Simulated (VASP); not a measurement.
# CoSi2 (Fm-3m) in VASP: a series of runs, part 2 of 2

VASP 6.6.1. Earlier steps stand in the parts before.

## Step 5: Single point, PBE, collinear spin, ferromagnetic start

This run uses another cell than the first one, of 12.80 Å³/atom.

INCAR

```
PREC = Accurate ; ENCUT = 520
EDIFF = 1E-6 ; ISMEAR = 0
SIGMA = 0.05 ; LREAL = False
LASPH = True ; NELM = 150
ALGO = Normal ; ISIF = 2
LWAVE = False ; LCHARG = False
ISPIN = 2 ; MAGMOM = 3 0 0
LORBIT = 11 ; LMAXMIX = 4
GGA = PE ; NBANDS = 20
```

KPOINTS

```
Automatic mesh
0
Gamma
  12 12 12
```

POSCAR

```
CoSi2
1.0
    0.0000000000      2.6780000000      2.6780000000
    2.6780000000      0.0000000000      2.6780000000
    2.6780000000      2.6780000000      0.0000000000
Co Si
1 2
Direct
    0.0000000000      0.0000000000      0.0000000000
    0.2500000000      0.2500000000      0.2500000000
    0.7500000000      0.7500000000      0.7500000000
```

Potentials or basis: VASP PAW PBE potentials, release 64 (Co, Si).

Command:

```console
cat potpaw_PBE.64/Co/POTCAR potpaw_PBE.64/Si/POTCAR > POTCAR
mpirun -np 1 vasp_std > vasp.out
```

OUTCAR:

```text
PREC = Accurate
   ENCUT = 520
   EDIFF = 1E-6
   ISMEAR = 0
   LREAL = False
   LASPH = True
   NELM = 150
   ISIF = 2
   ISPIN = 2
   LORBIT = 11
   GGA = PE

 ion  position               nearest neighbor table
   1  0.000  0.000  0.000-   3 2.32   2 2.32   3 2.32   2 2.32   3 2.32   3 2.32   2 2.32   2 2.32

   2  0.250  0.250  0.250-   1 2.32   1 2.32   1 2.32   1 2.32   3 2.68   3 2.68   3 2.68   3 2.68
                             3 2.68   3 2.68
   3  0.750  0.750  0.750-   1 2.32   1 2.32   1 2.32   1 2.32   2 2.68   2 2.68   2 2.68   2 2.68
                             2 2.68   2 2.68

  LATTYP: Found a face centered cubic cell.
 ALAT       =     5.3560000000

  Lattice vectors:

 A1 = (   0.0000000000,   2.6780000000,   2.6780000000)
 A2 = (   2.6780000000,   0.0000000000,   2.6780000000)
 A3 = (   2.6780000000,   2.6780000000,   0.0000000000)

Analysis of symmetry for initial positions (statically):
=====================================================================
 Subroutine PRICEL returns:
 Original cell was already a primitive cell.

 Routine SETGRP: Setting up the symmetry group for a
 face centered cubic supercell.

 Subroutine GETGRP returns: Found 48 space group operations
 (whereof 48 operations were pure point group operations)
 out of a pool of 48 trial point group operations.

The static configuration has the point symmetry O_h .

Analysis of symmetry for dynamics (positions and initial velocities):
=====================================================================
 Subroutine PRICEL returns:
 Original cell was already a primitive cell.

 Routine SETGRP: Setting up the symmetry group for a
 face centered cubic supercell.

 Subroutine GETGRP returns: Found 48 space group operations
 (whereof 48 operations were pure point group operations)
 out of a pool of 48 trial point group operations.

The dynamic configuration has the point symmetry O_h .

Analysis of structural, dynamic, and magnetic symmetry:
=====================================================================
 Subroutine PRICEL returns:
 Original cell was already a primitive cell.

 Routine SETGRP: Setting up the symmetry group for a
 face centered cubic supercell.

 Subroutine GETGRP returns: Found 48 space group operations
 (whereof 48 operations were pure point group operations)
 out of a pool of 48 trial point group operations.

The overall configuration has the point symmetry O_h .

 Subroutine INISYM returns: Found 48 space group operations
 (whereof 48 operations are pure point group operations),
 and found     1 'primitive' translations

----------------------------------------------------------------------------------------

                                     Primitive cell

  volume of cell :      38.4115

  direct lattice vectors                    reciprocal lattice vectors
     0.000000000  2.678000000  2.678000000    -0.186706497  0.186706497  0.186706497
     2.678000000  0.000000000  2.678000000     0.186706497 -0.186706497  0.186706497
     2.678000000  2.678000000  0.000000000     0.186706497  0.186706497 -0.186706497

  length of vectors
[... 74 lines left out ...]
 SYSTEM =  unknown system
   PREC   = accura    normal or accurate (medium, high low for compatibility)
   ISTART =      0    job   : 0-new  1-cont  2-samecut
   ICHARG =      2    charge: 1-file 2-atom 10-const
   ISPIN  =      2    spin polarized calculation?
   LNONCOLLINEAR =      F non collinear calculations
   LSORBIT =      F    spin-orbit coupling
   LASPH  =      T    aspherical Exc in radial PAW
   ENCUT  =  520.0 eV  38.22 Ry    6.18 a.u.   7.04  7.04  7.04*2*pi/ulx,y,z
   NELM   =    150;   NELMIN=  2; NELMDL= -5     # of ELM steps
   EDIFF  = 0.1E-05   stopping-criterion for ELM
   LREAL  =      F    real-space projection
   EDIFFG = 0.1E-04   stopping-criterion for IOM
   NSW    =      0    number of steps for IOM
   IBRION =     -1    ionic relax: 0-MD 1-quasi-New 2-CG
   NFREE  =      0    steps in history (QN), initial steepest desc. (CG)
   ISIF   =      2    stress and relaxation
   ISYM   =      2    0-nonsym 1-usesym 2-fastsym
   POTIM  = 0.5000    time-step for ionic-motion
   TEBEG  =    0.0;   TEEND  =   0.0 temperature during run
   PSTRESS=    0.0 pullay stress
   NELECT =      17.0000    total number of electrons
   NUPDOWN=      -1.0000    fix difference up-down
   EMIN   =  10.00;   EMAX   =-10.00  energy-range for DOS
   EFERMI =   0.00;   METHOD = LEGACY
   ISMEAR =     0;   SIGMA  =   0.05  broadening in eV -4-tet -1-fermi 0-gaus
   EFERMI_NEDOS =   21; number of points for ismear=-14 and -15
   IALGO  =     38    algorithm
   IMIX   =      4    mixing-type and parameters
     AMIX     =   0.40;   BMIX     =  1.00
     AMIX_MAG =   1.60;   BMIX_MAG =  1.00
  volume/ion in A,a.u.               =      12.80        86.40
  Fermi-wavevector in a.u.,A,eV,Ry     =   1.247586  2.357596 21.177078  1.556471
  Thomas-Fermi vector in A             =   2.381712
   LORBIT       =     11    0 simple, 1 ext, 2 COOP (PROOUT), +10 PAW based schemes
   GGA     = PE    functional components
   LHFCALC =     F    Hartree Fock is set to
   AEXX    =    0.0000 exact exchange contribution
   IVDW    =     0    specifies the selected vdW correction
   LEPSILON=     F    determine dielectric tensor
   LRPA    =     F    only Hartree local field effects (RPA)
 spin polarized calculation
 Gauss-broadening in eV      SIGMA  =   0.05
  energy-cutoff  :      520.00
  volume of cell :       38.41
 maximum number of plane-waves:      1056
   NGX = 15   NGY = 15   NGZ = 15

 number of electron      16.9999995 magnetization       0.0040682

 number of electron      16.9999995 magnetization      -0.0002819

 Free energy of the ion-electron system (eV)
  ---------------------------------------------------
  ext. energy  EPLUGINS =         0.00000000
  ---------------------------------------------------
  free energy    TOTEN  =       -19.29608795 eV

  energy without entropy =      -19.29462366  energy(sigma->0) =      -19.29535580

 E-fermi :  10.0753     XC(G=0): -11.7465

 val. band max:       10.0570387874   @ k =   0.4167   0.2500   0.0833
 cond. band min:      10.0957700282   @ k =   0.4167   0.0833   0.0000
 fundamental gap:      0.0387312408
 Fermi energy:        10.0753124429

 spin component 1

 k-point     1 :       0.0000    0.0000    0.0000
  band No.  band energies     occupation
      1      -3.0319      1.00000
      2       6.0149      1.00000
      3       6.0149      1.00000
      4       6.0149      1.00000
      5       8.1846      1.00000
      6       8.1846      1.00000
[... 541 lines left out ...]
     19      24.7811      0.00000
     20      25.1853      0.00000

 [... further k-points ...]

 spin component 2

 k-point     1 :       0.0000    0.0000    0.0000
  band No.  band energies     occupation
      1      -3.0319      1.00000
      2       6.0151      1.00000
      3       6.0151      1.00000
      4       6.0151      1.00000
      5       8.1846      1.00000
      6       8.1846      1.00000
[... 541 lines left out ...]
     19      24.7812      0.00000
     20      25.1854      0.00000

 [... further k-points ...]
[... 5 lines left out ...]
  --------------------------------------------------------------------------------------
  -------------------------------------------------------------------------------------
  Total        0.0531821      0.0531821      0.0531821     -0.0000000      0.0000000     -0.0000000
  in kB        2.2182680      2.2182680      2.2182680     -0.0000000      0.0000000     -0.0000000
  external PRESSURE =       2.2182680 kB  Pullay stress =       0.0000000 kB

 VOLUME and BASIS-vectors are now :
 -----------------------------------------------------------------------------
  energy-cutoff  :      520.00
  volume of cell :       38.41
      direct lattice vectors                 reciprocal lattice vectors
     0.000000000  2.678000000  2.678000000    -0.186706497  0.186706497  0.186706497
     2.678000000  0.000000000  2.678000000     0.186706497 -0.186706497  0.186706497
     2.678000000  2.678000000  0.000000000     0.186706497  0.186706497 -0.186706497

 POSITION                                       TOTAL-FORCE (eV/Angst)
 -----------------------------------------------------------------------------------
      0.00000      0.00000      0.00000        -0.000000     -0.000000      0.000000
      1.33900      1.33900      1.33900         0.000000      0.000000      0.000000
      4.01700      4.01700      4.01700        -0.000000     -0.000000     -0.000000
 -----------------------------------------------------------------------------------
    total drift:                               -0.000000     -0.000000      0.000000

  FREE ENERGIE OF THE ION-ELECTRON SYSTEM (eV)
  ---------------------------------------------------
  free  energy   TOTEN  =       -19.2960879527 eV

  energy  without entropy=      -19.2946236557  energy(sigma->0) =      -19.29535580

 total charge

# of ion       s       p       d       tot
------------------------------------------
    1        0.541   0.720   7.594   8.855
    2        0.717   0.873   0.000   1.590
    3        0.717   0.873   0.000   1.590
--------------------------------------------------
tot          1.975   2.465   7.594  12.035

 magnetization (x)

# of ion       s       p       d       tot
------------------------------------------
    1       -0.000  -0.000   0.000   0.000
    2        0.000   0.000   0.000   0.000
    3        0.000   0.000   0.000   0.000
--------------------------------------------------
tot         -0.000   0.000   0.000   0.000
```

OSZICAR:

```text
N       E                     dE             d eps       ncg     rms          rms(c)
DAV:   1     0.678533598504E+02    0.67853E+02   -0.70057E+03  5800   0.848E+02
DAV:   2    -0.153193562262E+02   -0.83173E+02   -0.73215E+02  6100   0.185E+02
DAV:   3    -0.198445197694E+02   -0.45252E+01   -0.43843E+01  7008   0.456E+01
DAV:   4    -0.199172504927E+02   -0.72731E-01   -0.72590E-01  6764   0.525E+00
DAV:   5    -0.199193793159E+02   -0.21288E-02   -0.21285E-02  7292   0.951E-01    0.184E+01
DAV:   6    -0.256513394880E+02   -0.57320E+01   -0.18598E+01  6472   0.895E+01    0.206E+01
DAV:   7    -0.193077365178E+02    0.63436E+01   -0.10227E+01  7040   0.702E+01    0.349E+00
DAV:   8    -0.193281995466E+02   -0.20463E-01   -0.64545E-01  7076   0.518E+00    0.218E+00
DAV:   9    -0.192961165482E+02    0.32083E-01   -0.65439E-02  7188   0.364E+00    0.101E+00
DAV:  10    -0.192960755595E+02    0.40989E-04   -0.36637E-03  7356   0.518E-01    0.352E-01
DAV:  11    -0.192959467895E+02    0.12877E-03   -0.10827E-03  7232   0.428E-01    0.137E-01
DAV:  12    -0.192960768524E+02   -0.13006E-03   -0.28896E-04  6676   0.150E-01    0.586E-02
DAV:  13    -0.192960848885E+02   -0.80361E-05   -0.34097E-05  6804   0.475E-02    0.152E-02
DAV:  14    -0.192960871181E+02   -0.22296E-05   -0.21574E-06  6684   0.886E-03    0.460E-03
DAV:  15    -0.192960879527E+02   -0.83465E-06   -0.12413E-06  6272   0.565E-03
   1 F= -.19296088E+02 E0= -.19295356E+02  d E =-.146430E-02  mag=     0.0001
```

stdout:

```text
POSCAR found type information on POSCAR CoSi
 POSCAR found :  2 types and       3 ions
 scaLAPACK will be used
 LDA part: xc-table for (Slater+PW92), standard interpolation
 POSCAR, INCAR and KPOINTS ok, starting setup
 FFT: planning ... GRIDC
 FFT: planning ... GRID_SOFT
 FFT: planning ... GRID
 WAVECAR not read
 entering main loop
```

Wall time 2.2 min (1 thread of Intel Xeon 8259CL, shared host); peak memory 0.23 GiB.

What came out:

| Property | Result |
| --- | --- |
| Free energy | -19.2961 eV |
| Pressure | 0.2 GPa |
| Net moment | 0.00 μB per cell |
| Valence electrons inside the program's atomic spheres | Co 8.86; Si 1.59 |

## Step 6: Summary

```tsv
level	cell	gap on the mesh (eV)	pressure (GPa)	moment (μB)
PBE	a = 3.710 Å, angles 60.0°, 3 atoms	none	13.0	0.00
PBE	a = 3.787 Å, angles 60.0°, 3 atoms	none	0.1	0.00
r2SCAN	a = 3.787 Å, angles 60.0°, 3 atoms	none	-4.4	0.00
```

Alike in all rows: task single point; potentials or basis VASP PAW PBE potentials, release 64 (Co, Si); spin collinear, zero start; k mesh 12 × 12 × 12; cutoff (eV) 520; smearing gaussian 0.05 eV.

Caveats: the cell stands under pressure (at least some runs); the cell stands under tension (at least some runs); the PAW data sets were made with another functional, which shifts forces and pressure a little (at least some runs).

Absolute energies hang on the potentials; compare differences alone.
